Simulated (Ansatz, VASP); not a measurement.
# SrLiH3 in VASP and in Ansatz

```
CELL_PARAMETERS angstrom
4.86233 0.00000 0.00000
0.00000 4.86233 0.00000
0.00000 0.00000 4.39925
ATOMIC_POSITIONS crystal
Li 0.00000 0.00000 0.00000
Sr 0.50000 0.50000 0.50000
H 0.00000 0.50000 0.50000
H 0.50000 0.00000 0.50000
H 0.50000 0.50000 0.00000
```

Change from the starting cell: strain +0.050 along x and y, -0.050 along z, atoms carried along.

Alike in both runs: task single point; functional PBE; k mesh 6 × 6 × 6; occupations gaussian, width 0.05 eV; no spin polarisation.

```csv
,VASP,Ansatz
version,VASP 6.6.1,Ansatz 0.2.0
potentials or method,"VASP PAW PBE potentials, release 64 (Li_sv, Sr_sv, H), cutoff 520 eV","scalar-relativistic, plane waves, PAW"
valence electrons in the cell,16,16
```

|  | VASP | Ansatz | Ansatz less VASP |
| --- | --- | --- | --- |
| gap on the k mesh at the Fermi level (eV) | 1.41 | 1.41 | +0.006 |
| least direct gap on the mesh (eV) | 2.06 | 2.06 | +0.003 |

Noted on VASP's run: the cutoff is short for stress, so the pressure is rough.
